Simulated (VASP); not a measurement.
A run of VASP 6.6.1 is set up as follows.

Contents of INCAR:

```
SYSTEM = GaSn2
ALGO     = Normal         ! electronic algorithm
EDIFF    = 1E-6           ! SCF threshold, eV
EDIFFG   = -0.04          ! ionic threshold
ENCUT    = 600            ! plane-wave cutoff, eV
GGA      = PE             ! functional
IBRION   = 2              ! ionic algorithm
ISIF     = 3              ! what is computed and relaxed
ISMEAR   = 0              ! smearing method
LASPH    = .TRUE.         ! aspherical terms in the spheres
LCHARG   = .FALSE.        ! write CHGCAR
LREAL    = .FALSE.        ! projectors in reciprocal space
LWAVE    = .FALSE.        ! write WAVECAR
NELM     = 100            ! most SCF steps
NSW      = 90             ! ionic steps
PREC     = Accurate       ! precision mode
SIGMA    = 0.1            ! smearing width, eV
```

File KPOINTS:

```
k-points
0
G
  6 6 6
  0 0 0
```

Contents of POSCAR:

```
GaSn2
1.0
   -1.8930299340      1.8930299340      4.6438390569
    1.8930299340     -1.8930299340      4.6438390569
    1.8930299340      1.8930299340     -4.6438390569
Ga Sn
1 2
Direct
    0.0000000000      0.0000000000      0.0000000000
    0.6650000000      0.6650000000      0.0000000000
    0.3350000000      0.3350000000      0.0000000000
```

Potentials or basis: VASP PAW PBE potentials, release 64 (Ga_d, Sn_d).

Run with:

```sh
$ cat potpaw_PBE.64/Ga_d/POTCAR potpaw_PBE.64/Sn_d/POTCAR > POTCAR
$ mpirun -np 1 vasp_std > vasp.out
```

(1) What does it give for the space group after relaxing (to 0.05 Å)?

(2) Predict the relaxed cell.

(3) Predict the relaxed volume.

Answers

(1) I4/mmm (No. 139).

(2) a = 5.639 Å, b = 5.639 Å, c = 5.639 Å, α = 139.32°, β = 139.32°, γ = 58.89°.

(3) 25.16 Å³/atom.

Caveat: the k points lie up to 0.38 Å⁻¹ apart in the final cell.
